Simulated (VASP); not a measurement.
Input of a VASP 6.6.1 run:

Contents of INCAR:

```
SYSTEM = TaN
PREC     = Accurate       ! precision mode
ENCUT    = 520            ! plane-wave cutoff, eV
EDIFF    = 1E-6           ! SCF threshold, eV
ISMEAR   = -1             ! smearing method
SIGMA    = 0.02           ! smearing width, eV
LREAL    = .FALSE.        ! projectors in reciprocal space
LASPH    = .TRUE.         ! aspherical terms in the spheres
NELM     = 60             ! most SCF steps
ALGO     = Normal         ! electronic algorithm
ISIF     = 2              ! what is computed and relaxed
LWAVE    = .FALSE.        ! write WAVECAR
LCHARG   = .FALSE.        ! write CHGCAR
GGA      = PE             ! functional
NBANDS   = 15             ! bands
```

The input KPOINTS:

```
Automatic mesh
0
G
  9 9 9
  0 0 0
```

The input POSCAR:

```
TaN
1.0
    0.0000000000      2.2443700000      2.1790000000
    2.2443700000      0.0000000000      2.1790000000
    2.2443700000      2.2443700000      0.0000000000
Ta N
1 1
Direct
    0.5000000000      0.5000000000      0.5000000000
    0.0000000000      0.0000000000      0.0000000000
```

Potentials or basis: VASP PAW PBE potentials, release 64 (Ta_pv, N).

Run with:

```console
$ cat potpaw_PBE.64/Ta_pv/POTCAR potpaw_PBE.64/N/POTCAR > POTCAR
$ mpirun -np 1 vasp_std > vasp.out
```

**Question.** Predict the pressure.

**Answer.** -4.6 GPa.

**Question.** Estimate the band gap on the k mesh.

**Answer.** Zero (band 8 reaches 10.62 eV, above the bottom of band 9 at 7.07 eV).

Stress tensor (GPa, compression positive):
```
-10.21   0.00   0.00
  0.00 -10.21   0.00
  0.00   0.00   6.49
```

Caveat: the cell differs from its parent crystal (equal xx and yy strain of +3 %); spin-orbit coupling is left out, which moves the levels of the heavy elements.
